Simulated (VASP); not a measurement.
# BN (Qingsongite) (F-43m) in VASP: a series of runs

The runs below take BN (Qingsongite) through single point, with PBEsol.

All numbers are computed with VASP 6.6.1; they aren't measurements. Logs are shortened: lines on timing, memory, paths and dates and some standing lists are left out, and cuts for length are marked.

## Step 1: The cell of the first run

Symmetry: F-43m, No. 216, cubic system. The conventional cell has a = 3.386 Å, b = 3.386 Å, c = 3.386 Å, α = 90.00°, β = 90.00°, γ = 90.00°. B (site symmetry -43m) has 4 N at 1.47 Å within 2.0 Å. N (site symmetry -43m) has 4 B at 1.47 Å within 2.0 Å.

## Step 2: Single point, PBEsol

Contents of INCAR:

```
ALGO = Normal
EDIFF = 1E-6
ENCUT = 600
GGA = PS
GGA_COMPAT = False
ISIF = 2
ISMEAR = 0
LASPH = True
LCHARG = False
LREAL = False
LWAVE = False
NBANDS = 11
NELM = 120
PREC = Accurate
SIGMA = 0.01
```

Contents of KPOINTS:

```
k-points
0
Gamma
  12 12 12
```

Contents of POSCAR:

```
BN
1.0
    0.0000000000      1.6932081673      1.6932081673
    1.6932081673      0.0000000000      1.6932081673
    1.6932081673      1.6932081673      0.0000000000
B N
1 1
Direct
    0.0000000000      0.0000000000      0.0000000000
    0.2500000000      0.2500000000      0.2500000000
```

Potentials or basis: VASP PAW PBE potentials, release 64 (B, N).

Started as:

```bash
$ cat potpaw_PBE.64/B/POTCAR potpaw_PBE.64/N/POTCAR > POTCAR
$ mpirun -np 1 vasp_std > vasp.out
```

OUTCAR:

```text
EDIFF = 1E-6
   ENCUT = 600
   GGA = PS
   ISIF = 2
   ISMEAR = 0
   LASPH = True
   LREAL = False
   NELM = 120
   PREC = Accurate

 ion  position               nearest neighbor table
   1  0.000  0.000  0.000-   2 1.47   2 1.47   2 1.47   2 1.47
   2  0.250  0.250  0.250-   1 1.47   1 1.47   1 1.47   1 1.47

  LATTYP: Found a face centered cubic cell.
 ALAT       =     3.3864163346

  Lattice vectors:

 A1 = (   0.0000000000,   1.6932081673,   1.6932081673)
 A2 = (   1.6932081673,   0.0000000000,   1.6932081673)
 A3 = (   1.6932081673,   1.6932081673,   0.0000000000)

Analysis of symmetry for initial positions (statically):
=====================================================================
 Subroutine PRICEL returns:
 Original cell was already a primitive cell.

 Routine SETGRP: Setting up the symmetry group for a
 face centered cubic supercell.

 Subroutine GETGRP returns: Found 24 space group operations
 (whereof 24 operations were pure point group operations)
 out of a pool of 48 trial point group operations.

The static configuration has the point symmetry T_d .

Analysis of symmetry for dynamics (positions and initial velocities):
=====================================================================
 Subroutine PRICEL returns:
 Original cell was already a primitive cell.

 Routine SETGRP: Setting up the symmetry group for a
 face centered cubic supercell.

 Subroutine GETGRP returns: Found 24 space group operations
 (whereof 24 operations were pure point group operations)
 out of a pool of 48 trial point group operations.

The dynamic configuration has the point symmetry T_d .

 Subroutine INISYM returns: Found 24 space group operations
 (whereof 24 operations are pure point group operations),
 and found     1 'primitive' translations

----------------------------------------------------------------------------------------

                                     Primitive cell

  volume of cell :       9.7087

  direct lattice vectors                    reciprocal lattice vectors
     0.000000000  1.693208167  1.693208167    -0.295297418  0.295297418  0.295297418
     1.693208167  0.000000000  1.693208167     0.295297418 -0.295297418  0.295297418
     1.693208167  1.693208167  0.000000000     0.295297418  0.295297418 -0.295297418

  length of vectors
     2.394557954  2.394557954  2.394557954     0.511470131  0.511470131  0.511470131

  position of ions in fractional coordinates (direct lattice)
     0.000000000  0.000000000  0.000000000
     0.250000000  0.250000000  0.250000000

  ion indices of the primitive-cell ions
   primitive index   ion index
                 1           1
                 2           2

----------------------------------------------------------------------------------------

 KPOINTS: k-points

Automatic generation of k-mesh.
 Grid dimensions read from file:
 generate k-points for:   12   12   12

 Generating k-lattice:

  Cartesian coordinates                     Fractional coordinates (reciprocal lattice)
    -0.024608118  0.024608118  0.024608118     0.083333333  0.000000000  0.000000000
     0.024608118 -0.024608118  0.024608118     0.000000000  0.083333333  0.000000000
     0.024608118  0.024608118 -0.024608118     0.000000000  0.000000000  0.083333333

  Length of vectors
     0.042622511  0.042622511  0.042622511

  Shift w.r.t. Gamma in fractional coordinates (k-lattice)
     0.000000000  0.000000000  0.000000000

 Subroutine IBZKPT returns following result:
 ===========================================

 Found     72 irreducible k-points:

 Following reciprocal coordinates:
            Coordinates               Weight
  0.000000  0.000000  0.000000      1.000000
  0.083333  0.000000  0.000000      8.000000
  0.166667  0.000000  0.000000      8.000000
  0.250000  0.000000  0.000000      8.000000
  0.333333  0.000000  0.000000      8.000000
  0.416667  0.000000  0.000000      8.000000
[... 16 lines left out ...]
  0.500000  0.166667  0.000000     24.000000
 -0.416667  0.166667  0.000000     24.000000
 [... further k-points ...]
   k-points           NKPTS =     72   k-points in BZ     NKDIM =     72   number of bands    NBANDS=     11
   number of dos      NEDOS =    301   number of ions     NIONS =      2
   total plane-waves  NPLWV =   8000
   dimension x,y,z NGX =    20 NGY =   20 NGZ =   20
   dimension x,y,z NGXF=    40 NGYF=   40 NGZF=   40
   ions per type =               1   1
   NGX,Y,Z   is equivalent  to a cutoff of  13.89, 13.89, 13.89 a.u.
   NGXF,Y,Z  is equivalent  to a cutoff of  27.77, 27.77, 27.77 a.u.
 SYSTEM =  unknown system
   PREC   = accura    normal or accurate (medium, high low for compatibility)
   ISTART =      0    job   : 0-new  1-cont  2-samecut
   ICHARG =      2    charge: 1-file 2-atom 10-const
   ISPIN  =      1    spin polarized calculation?
   LNONCOLLINEAR =      F non collinear calculations
   LSORBIT =      F    spin-orbit coupling
   LASPH  =      T    aspherical Exc in radial PAW
   ENCUT  =  600.0 eV  44.10 Ry    6.64 a.u.   4.78  4.78  4.78*2*pi/ulx,y,z
   NELM   =    120;   NELMIN=  2; NELMDL= -5     # of ELM steps
   EDIFF  = 0.1E-05   stopping-criterion for ELM
   LREAL  =      F    real-space projection
   EDIFFG = 0.1E-04   stopping-criterion for IOM
   NSW    =      0    number of steps for IOM
   IBRION =     -1    ionic relax: 0-MD 1-quasi-New 2-CG
   NFREE  =      0    steps in history (QN), initial steepest desc. (CG)
   ISIF   =      2    stress and relaxation
   ISYM   =      2    0-nonsym 1-usesym 2-fastsym
   POTIM  = 0.5000    time-step for ionic-motion
   TEBEG  =    0.0;   TEEND  =   0.0 temperature during run
   PSTRESS=    0.0 pullay stress
   NELECT =       8.0000    total number of electrons
   NUPDOWN=      -1.0000    fix difference up-down
   EMIN   =  10.00;   EMAX   =-10.00  energy-range for DOS
   EFERMI =   0.00;   METHOD = LEGACY
   ISMEAR =     0;   SIGMA  =   0.01  broadening in eV -4-tet -1-fermi 0-gaus
   EFERMI_NEDOS =   21; number of points for ismear=-14 and -15
   IALGO  =     38    algorithm
   IMIX   =      4    mixing-type and parameters
     AMIX     =   0.40;   BMIX     =  1.00
     AMIX_MAG =   1.60;   BMIX_MAG =  1.00
  volume/ion in A,a.u.               =       4.85        32.76
  Fermi-wavevector in a.u.,A,eV,Ry     =   1.534798  2.900347 32.049938  2.355604
  Thomas-Fermi vector in A             =   2.641675
   LORBIT       =      0    0 simple, 1 ext, 2 COOP (PROOUT), +10 PAW based schemes
   GGA     = PS    functional components
   LHFCALC =     F    Hartree Fock is set to
   AEXX    =    0.0000 exact exchange contribution
   IVDW    =     0    specifies the selected vdW correction
   LEPSILON=     F    determine dielectric tensor
   LRPA    =     F    only Hartree local field effects (RPA)
 non-spin polarized calculation
 Gauss-broadening in eV      SIGMA  =   0.01
  energy-cutoff  :      600.00
  volume of cell :        9.71
 maximum number of plane-waves:       332
   NGX =  9   NGY =  9   NGZ =  9

 number of electron       7.9999999 magnetization

 Free energy of the ion-electron system (eV)
  ---------------------------------------------------
  ext. energy  EPLUGINS =         0.00000000
  ---------------------------------------------------
  free energy    TOTEN  =       -17.78088490 eV

  energy without entropy =      -17.78088490  energy(sigma->0) =      -17.78088490

 E-fermi :  10.1887     XC(G=0): -13.9993

 val. band max:        9.9779040784   @ k =   0.0000   0.0000   0.0000
 cond. band min:      14.4379482896   @ k =   0.5000   0.5000   0.0000
 fundamental gap:      4.4600442112
 Fermi energy:        10.1886883156

 k-point     1 :       0.0000    0.0000    0.0000
  band No.  band energies     occupation
      1     -12.6879      2.00000
      2       9.9779      2.00000
      3       9.9779      2.00000
      4       9.9779      2.00000
      5      19.6614      0.00000
      6      19.6614      0.00000
      7      19.6614      0.00000
      8      23.5984      0.00000
      9      38.3265      0.00000
     10      40.1934      0.00000
     11      40.1934      0.00000

 k-point     2 :       0.0833    0.0000    0.0000
  band No.  band energies     occupation
      1     -12.4908      2.00000
      2       8.9196      2.00000
      3       9.7512      2.00000
      4       9.7512      2.00000
      5      20.0042      0.00000
      6      20.0042      0.00000
      7      20.1082      0.00000
      8      24.0662      0.00000
      9      37.4042      0.00000
     10      37.5088      0.00000
     11      37.5088      0.00000

 k-point     3 :       0.1667    0.0000    0.0000
  band No.  band energies     occupation
      1     -11.9046      2.00000
      2       6.4863      2.00000
      3       9.2077      2.00000
      4       9.2077      2.00000
      5      20.7804      0.00000
      6      20.7804      0.00000
      7      20.9032      0.00000
      8      25.1694      0.00000
      9      35.7148      0.00000
     10      35.7148      0.00000
     11      36.2376      0.00000

 k-point     4 :       0.2500    0.0000    0.0000
  band No.  band energies     occupation
      1     -10.9477      2.00000
      2       3.6175      2.00000
      3       8.5912      2.00000
      4       8.5912      2.00000
      5      21.4639      0.00000
      6      21.4639      0.00000
      7      21.6342      0.00000
      8      26.1838      0.00000
      9      35.3437      0.00000
     10      35.3437      0.00000
     11      35.7207      0.00000
[... 239 lines left out ...]
 k-point    22 :       0.4167    0.1667    0.0000
  band No.  band energies     occupation
      1      -8.5705      2.00000
      2       0.4307      2.00000
      3       6.3243      2.00000
      4       6.3400      2.00000
      5      19.2800      0.00000
      6      24.4096      0.00000
      7      24.5017      0.00000
      8      26.0605      0.00000
      9      32.8000      0.00000
     10      40.0418      0.00000
     11      41.3856      0.00000

 k-point    23 :       0.5000    0.1667    0.0000
  band No.  band energies     occupation
      1      -7.2738      2.00000
      2      -1.5561      2.00000
      3       5.6149      2.00000
      4       6.4406      2.00000
      5      19.5712      0.00000
      6      24.1265      0.00000
      7      24.7428      0.00000
      8      27.4731      0.00000
      9      33.1739      0.00000
     10      40.4555      0.00000
     11      40.5911      0.00000

 k-point    24 :      -0.4167    0.1667    0.0000
  band No.  band energies     occupation
      1      -6.9987      2.00000
      2      -1.9325      2.00000
      3       5.1187      2.00000
      4       6.8340      2.00000
      5      20.0495      0.00000
      6      23.6361      0.00000
      7      24.7192      0.00000
      8      28.2559      0.00000
      9      33.5025      0.00000
     10      37.7512      0.00000
     11      40.8167      0.00000

 [... further k-points ...]

------------------------ aborting loop because EDIFF is reached ----------------------------------------

  FORCE on cell =-STRESS in cart. coord.  units (eV):
  Direction    XX          YY          ZZ          XY          YZ          ZX
  --------------------------------------------------------------------------------------
  -------------------------------------------------------------------------------------
  Total        6.2475181      6.2475181      6.2475181     -0.0000000      0.0000000     -0.0000000
  in kB     1030.9961505   1030.9961505   1030.9961505     -0.0000000      0.0000000     -0.0000000
  external PRESSURE =    1030.9961505 kB  Pullay stress =       0.0000000 kB

 VOLUME and BASIS-vectors are now :
 -----------------------------------------------------------------------------
  energy-cutoff  :      600.00
  volume of cell :        9.71
      direct lattice vectors                 reciprocal lattice vectors
     0.000000000  1.693208167  1.693208167    -0.295297418  0.295297418  0.295297418
     1.693208167  0.000000000  1.693208167     0.295297418 -0.295297418  0.295297418
     1.693208167  1.693208167  0.000000000     0.295297418  0.295297418 -0.295297418

 POSITION                                       TOTAL-FORCE (eV/Angst)
 -----------------------------------------------------------------------------------
      0.00000      0.00000      0.00000         0.000000     -0.000000      0.000000
      0.84660      0.84660      0.84660        -0.000000      0.000000     -0.000000
 -----------------------------------------------------------------------------------
    total drift:                                0.000000      0.000000      0.000000

  FREE ENERGIE OF THE ION-ELECTRON SYSTEM (eV)
  ---------------------------------------------------
  free  energy   TOTEN  =       -17.7808849011 eV

  energy  without entropy=      -17.7808849011  energy(sigma->0) =      -17.78088490
```

Run time: 3.9 s. Hardware: 1 thread of Intel Xeon 6975P-C (Granite Rapids), shared host; peak memory 0.12 GiB.

Results:

```
Free energy            : -17.7809 eV
Pressure               : 103.1 GPa
Band gap on the k mesh : 4.46 eV, indirect (least direct gap 9.68 eV)
```

Caveat: the PAW data sets were made with another functional, which shifts forces and pressure a little. As with any semilocal functional, this PBEsol gap is likely too small.

## Step 3: Single point, PBEsol

Contents of INCAR:

```
PREC = Accurate
ENCUT = 600
EDIFF = 1E-6
ISMEAR = 0
SIGMA = 0.02
LREAL = False
LASPH = True
NELM = 120
ALGO = Normal
ISIF = 2
LWAVE = False
LCHARG = False
GGA = PS
NBANDS = 11
GGA_COMPAT = False
```

Contents of KPOINTS:

```
Automatic mesh
0
Gamma
  12 12 12
```

POSCAR is that of step 2.

Potentials or basis: VASP PAW PBE potentials, release 64 (B, N).

Started as:

```bash
$ cat potpaw_PBE.64/B/POTCAR potpaw_PBE.64/N/POTCAR > POTCAR
$ mpirun -np 1 vasp_std > vasp.out
```

It took 3.9 s on 1 thread of Intel Xeon 6975P-C (Granite Rapids), shared host; peak memory 0.12 GiB.

Results (log left out):

```
Free energy            : -17.7809 eV
Pressure               : 103.1 GPa
Band gap on the k mesh : 4.46 eV, indirect (least direct gap 9.68 eV)
```

Levels at points of the mesh, in eV from the valence-band top:
```tsv
k point	band 1	band 2	band 3	band 4	band 5	band 6	band 7	band 8	band 9
(0.00, 0.00, 0.00)	-22.67	0.00	0.00	0.00	9.68	9.68	9.68	13.62	28.35
(0.50, 0.00, 0.00)	-17.41	-12.73	-2.35	-2.35	11.68	11.68	12.79	17.05	26.33
(0.50, 0.50, 0.00)	-15.75	-10.37	-6.00	-6.00	4.46	10.16	21.07	21.07	24.32
```

Caveat: the PAW data sets were made with another functional, which shifts forces and pressure a little.
